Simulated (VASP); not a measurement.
# RbBr (P1) in VASP: single point with PBE

Aim: the single point of RbBr with PBE.

Program: VASP 6.6.1. These are calculated values, not measurements. Logs are shortened: lines on timing, memory, paths and dates and some standing lists are left out, and cuts for length are marked.

## Step 1: The cell of the first run

The typed cell holds 2 atoms: a = 4.194 Å, b = 4.192 Å, c = 4.200 Å, α = 90.04°, β = 89.85°, γ = 89.94°.

## Step 2: Single point, PBE (atom 2 moved 1.20 Å, then relaxed in part)

The input, INCAR:

```
PREC = Accurate
ENCUT = 520
EDIFF = 1E-7
ISMEAR = 0
SIGMA = 0.05
LREAL = False
LASPH = True
NELM = 60
ALGO = Normal
ISIF = 2
LWAVE = False
LCHARG = False
GGA = PE
NBANDS = 15
```

The input, KPOINTS:

```
regular mesh
0
Gamma
  6 6 6
```

The input, POSCAR:

```
RbBr
1.0
    4.1939563175      0.0021423055      0.0055275780
    0.0021423055      4.1924303854     -0.0012905168
    0.0055275780     -0.0012905168      4.2002913622
Rb Br
1 1
Direct
    0.0005031796     -0.0002295872      0.0004536511
    0.4994968204      0.5002295872      0.4995463489
```

Potentials or basis: VASP PAW PBE potentials, release 64 (Rb_sv, Br).

On the command line:

```sh
cat potpaw_PBE.64/Rb_sv/POTCAR potpaw_PBE.64/Br/POTCAR > POTCAR
mpirun -np 1 vasp_std > vasp.out
```

OUTCAR:

```text
PREC = Accurate
   ENCUT = 520
   EDIFF = 1E-7
   ISMEAR = 0
   LREAL = False
   LASPH = True
   NELM = 60
   ISIF = 2
   GGA = PE

 ion  position               nearest neighbor table
   1  0.001  1.000  0.000-   2 3.63   2 3.63   2 3.63   2 3.63   2 3.63   2 3.63   2 3.64   2 3.64

   2  0.499  0.500  0.500-   1 3.63   1 3.63   1 3.63   1 3.63   1 3.63   1 3.63   1 3.64   1 3.64

  LATTYP: Found a triclinic cell.
 ALAT       =     5.9327329558
 B/A-ratio  =     0.7066610216
 C/A-ratio  =     1.0018061535
 COS(alpha) =     0.0002865441
 COS(beta)  =     0.5018595888
 COS(gamma) =     0.7062260402

  Lattice vectors:

 A1 = (  -0.0076698835,  -4.1911398686,  -4.1990008454)
 A2 = (  -0.0021423055,  -4.1924303854,   0.0012905168)
 A3 = (  -4.1994838955,  -0.0008517887,  -4.2058189402)

Analysis of symmetry for initial positions (statically):
=====================================================================
 Subroutine PRICEL returns:
 Original cell was already a primitive cell.

 Routine SETGRP: Setting up the symmetry group for a
 triclinic supercell.

 Subroutine GETGRP returns: Found  1 space group operations
 (whereof  1 operations were pure point group operations)
 out of a pool of  2 trial point group operations.

The static configuration has the point symmetry C_1 .

Analysis of symmetry for dynamics (positions and initial velocities):
=====================================================================
 Subroutine PRICEL returns:
 Original cell was already a primitive cell.

 Routine SETGRP: Setting up the symmetry group for a
 triclinic supercell.

 Subroutine GETGRP returns: Found  1 space group operations
 (whereof  1 operations were pure point group operations)
 out of a pool of  2 trial point group operations.

The dynamic configuration has the point symmetry C_1 .

 Subroutine INISYM returns: Found  1 space group operations
 (whereof  1 operations are pure point group operations),
 and found     1 'primitive' translations

----------------------------------------------------------------------------------------

                                     Primitive cell

  volume of cell :      73.8530

  direct lattice vectors                    reciprocal lattice vectors
     4.193956317  0.002142305  0.005527578     0.238438820 -0.000121937 -0.000313823
     0.002142305  4.192430385 -0.001290517    -0.000121937  0.238525214  0.000073446
     0.005527578 -0.001290517  4.200291362    -0.000313823  0.000073446  0.238079158

  length of vectors
     4.193960507  4.192431131  4.200295198     0.238439058  0.238525257  0.238079376

  position of ions in fractional coordinates (direct lattice)
     0.000503180  0.999770413  0.000453651
     0.499496820  0.500229587  0.499546349

  ion indices of the primitive-cell ions
   primitive index   ion index
                 1           1
                 2           2

----------------------------------------------------------------------------------------

 KPOINTS: regular mesh

Automatic generation of k-mesh.
 Grid dimensions read from file:
 generate k-points for:    6    6    6

 Generating k-lattice:

  Cartesian coordinates                     Fractional coordinates (reciprocal lattice)
     0.039739803 -0.000020323 -0.000052304     0.166666667 -0.000000000  0.000000000
    -0.000020323  0.039754202  0.000012241    -0.000000000  0.166666667  0.000000000
    -0.000052304  0.000012241  0.039679860     0.000000000  0.000000000  0.166666667

  Length of vectors
     0.039739843  0.039754209  0.039679896

  Shift w.r.t. Gamma in fractional coordinates (k-lattice)
     0.000000000  0.000000000  0.000000000

 Subroutine IBZKPT returns following result:
 ===========================================

 Found    112 irreducible k-points:

 Following reciprocal coordinates:
            Coordinates               Weight
  0.000000  0.000000  0.000000      1.000000
  0.166667  0.000000  0.000000      2.000000
  0.333333 -0.000000  0.000000      2.000000
  0.500000 -0.000000  0.000000      1.000000
  0.000000  0.166667  0.000000      2.000000
  0.166667  0.166667  0.000000      2.000000
[... 16 lines left out ...]
  0.333333  0.000000  0.166667      2.000000
  0.500000  0.000000  0.166667      2.000000
 [... further k-points ...]
   k-points           NKPTS =    112   k-points in BZ     NKDIM =    112   number of bands    NBANDS=     15
   number of dos      NEDOS =    301   number of ions     NIONS =      2
   total plane-waves  NPLWV =  32768
   dimension x,y,z NGX =    32 NGY =   32 NGZ =   32
   dimension x,y,z NGXF=    64 NGYF=   64 NGZF=   64
   ions per type =               1   1
   NGX,Y,Z   is equivalent  to a cutoff of  12.68, 12.69, 12.67 a.u.
   NGXF,Y,Z  is equivalent  to a cutoff of  25.37, 25.38, 25.33 a.u.
 SYSTEM =  unknown system
   PREC   = accura    normal or accurate (medium, high low for compatibility)
   ISTART =      0    job   : 0-new  1-cont  2-samecut
   ICHARG =      2    charge: 1-file 2-atom 10-const
   ISPIN  =      1    spin polarized calculation?
   LNONCOLLINEAR =      F non collinear calculations
   LSORBIT =      F    spin-orbit coupling
   LASPH  =      T    aspherical Exc in radial PAW
   ENCUT  =  520.0 eV  38.22 Ry    6.18 a.u.   7.80  7.80  7.81*2*pi/ulx,y,z
   NELM   =     60;   NELMIN=  2; NELMDL= -5     # of ELM steps
   EDIFF  = 0.1E-06   stopping-criterion for ELM
   LREAL  =      F    real-space projection
   EDIFFG = 0.1E-05   stopping-criterion for IOM
   NSW    =      0    number of steps for IOM
   IBRION =     -1    ionic relax: 0-MD 1-quasi-New 2-CG
   NFREE  =      0    steps in history (QN), initial steepest desc. (CG)
   ISIF   =      2    stress and relaxation
   ISYM   =      2    0-nonsym 1-usesym 2-fastsym
   POTIM  = 0.5000    time-step for ionic-motion
   TEBEG  =    0.0;   TEEND  =   0.0 temperature during run
   PSTRESS=    0.0 pullay stress
   NELECT =      16.0000    total number of electrons
   NUPDOWN=      -1.0000    fix difference up-down
   EMIN   =  10.00;   EMAX   =-10.00  energy-range for DOS
   EFERMI =   0.00;   METHOD = LEGACY
   ISMEAR =     0;   SIGMA  =   0.05  broadening in eV -4-tet -1-fermi 0-gaus
   EFERMI_NEDOS =   21; number of points for ismear=-14 and -15
   IALGO  =     38    algorithm
   IMIX   =      4    mixing-type and parameters
     AMIX     =   0.40;   BMIX     =  1.00
     AMIX_MAG =   1.60;   BMIX_MAG =  1.00
  volume/ion in A,a.u.               =      36.93       249.19
  Fermi-wavevector in a.u.,A,eV,Ry     =   0.983238  1.858051 13.153532  0.966757
  Thomas-Fermi vector in A             =   2.114381
   LORBIT       =      0    0 simple, 1 ext, 2 COOP (PROOUT), +10 PAW based schemes
   GGA     = PE    functional components
   LHFCALC =     F    Hartree Fock is set to
   AEXX    =    0.0000 exact exchange contribution
   IVDW    =     0    specifies the selected vdW correction
   LEPSILON=     F    determine dielectric tensor
   LRPA    =     F    only Hartree local field effects (RPA)
 non-spin polarized calculation
 Gauss-broadening in eV      SIGMA  =   0.05
  energy-cutoff  :      520.00
  volume of cell :       73.85
 maximum number of plane-waves:      2008
   NGX = 15   NGY = 15   NGZ = 15

 number of electron      16.0000001 magnetization

 Free energy of the ion-electron system (eV)
  ---------------------------------------------------
  ext. energy  EPLUGINS =         0.00000000
  ---------------------------------------------------
  free energy    TOTEN  =        -6.00522298 eV

  energy without entropy =       -6.00522298  energy(sigma->0) =       -6.00522298

 E-fermi :  -0.6277     XC(G=0):  -7.7174

 val. band max:       -0.8932797665   @ k =   0.5000   0.0000   0.5000
 cond. band min:       3.0220317884   @ k =   0.0000   0.0000   0.0000
 fundamental gap:      3.9153115549
 Fermi energy:        -0.6277153226

 k-point     1 :       0.0000    0.0000    0.0000
  band No.  band energies     occupation
      1     -26.0781      2.00000
      2     -13.4343      2.00000
      3     -10.0698      2.00000
      4     -10.0688      2.00000
      5     -10.0686      2.00000
      6      -1.0526      2.00000
      7      -1.0452      2.00000
      8      -1.0434      2.00000
      9       3.0220      0.00000
     10       4.7310      0.00000
     11       4.7370      0.00000
     12       8.8819      0.00000
     13       8.8893      0.00000
     14       8.9052      0.00000
     15      11.5449      0.00000

 k-point     2 :       0.1667    0.0000    0.0000
  band No.  band energies     occupation
      1     -26.0740      2.00000
      2     -13.4311      2.00000
      3     -10.1029      2.00000
      4     -10.0600      2.00000
      5     -10.0589      2.00000
      6      -1.5023      2.00000
      7      -1.0653      2.00000
      8      -1.0560      2.00000
      9       3.6451      0.00000
     10       4.9332      0.00000
     11       5.2800      0.00000
     12       8.7563      0.00000
     13       8.7694      0.00000
     14       9.0339      0.00000
     15      10.3519      0.00000

 k-point     3 :       0.3333   -0.0000    0.0000
  band No.  band energies     occupation
      1     -26.0658      2.00000
      2     -13.4262      2.00000
      3     -10.1644      2.00000
      4     -10.0404      2.00000
      5     -10.0394      2.00000
      6      -2.2000      2.00000
      7      -1.0926      2.00000
      8      -1.0824      2.00000
      9       4.9320      0.00000
     10       5.4865      0.00000
     11       6.3319      0.00000
     12       8.6635      0.00000
     13       8.6765      0.00000
     14       8.6926      0.00000
     15       9.3891      0.00000
[... 343 lines left out ...]
 k-point    23 :       0.3333    0.0000    0.1667
  band No.  band energies     occupation
      1     -26.0620      2.00000
      2     -13.3975      2.00000
      3     -10.1980      2.00000
      4     -10.0955      2.00000
      5     -10.0320      2.00000
      6      -2.0984      2.00000
      7      -1.3481      2.00000
      8      -1.0488      2.00000
      9       5.0530      0.00000
     10       5.6321      0.00000
     11       6.5782      0.00000
     12       7.9923      0.00000
     13       8.0825      0.00000
     14       8.9474      0.00000
     15       9.4801      0.00000

 k-point    24 :       0.5000    0.0000    0.1667
  band No.  band energies     occupation
      1     -26.0580      2.00000
      2     -13.3875      2.00000
      3     -10.2247      2.00000
      4     -10.1082      2.00000
      5     -10.0228      2.00000
      6      -2.3455      2.00000
      7      -1.3317      2.00000
      8      -1.0480      2.00000
      9       5.6589      0.00000
     10       5.9018      0.00000
     11       6.6998      0.00000
     12       7.9811      0.00000
     13       8.1971      0.00000
     14       8.3049      0.00000
     15       9.4605      0.00000

 [... further k-points ...]
[... 5 lines left out ...]
  --------------------------------------------------------------------------------------
  -------------------------------------------------------------------------------------
  Total        0.0228804      0.0276538      0.0031636     -0.0021450      0.0012881     -0.0053662
  in kB        0.4963707      0.5999250      0.0686306     -0.0465340      0.0279439     -0.1164147
  external PRESSURE =       0.3883088 kB  Pullay stress =       0.0000000 kB

 VOLUME and BASIS-vectors are now :
 -----------------------------------------------------------------------------
  energy-cutoff  :      520.00
  volume of cell :       73.85
      direct lattice vectors                 reciprocal lattice vectors
     4.193956317  0.002142305  0.005527578     0.238438820 -0.000121937 -0.000313823
     0.002142305  4.192430385 -0.001290517    -0.000121937  0.238525214  0.000073446
     0.005527578 -0.001290517  4.200291362    -0.000313823  0.000073446  0.238079158

 POSITION                                       TOTAL-FORCE (eV/Angst)
 -----------------------------------------------------------------------------------
      0.00425      4.19147      0.00062        -0.002503      0.001163     -0.002241
      2.09870      2.09760      2.10036         0.002503     -0.001163      0.002241
 -----------------------------------------------------------------------------------
    total drift:                                0.000040     -0.000014      0.000042

  FREE ENERGIE OF THE ION-ELECTRON SYSTEM (eV)
  ---------------------------------------------------
  free  energy   TOTEN  =        -6.0052229810 eV

  energy  without entropy=       -6.0052229810  energy(sigma->0) =       -6.00522298
```

Run time: 36 s. Hardware: 1 thread of Intel Xeon Platinum 8559C (Emerald Rapids), shared host; peak memory 0.26 GiB.

What came out:

```yaml
Free_energy: -6.0052 eV
Pressure: 0.0 GPa
Largest_force: 0.004 eV/Å
Band_gap_on_the_k_mesh: 3.92 eV, indirect (least direct gap 4.07 eV)
```

Forces on the atoms (eV/Å):
```
Rb  -0.003  0.001 -0.002
Br   0.003 -0.001  0.002
```

Caveat: the cell differs from its parent crystal (atom 2 moved 1.20 Å, then relaxed in part). A k mesh can miss the band edges.
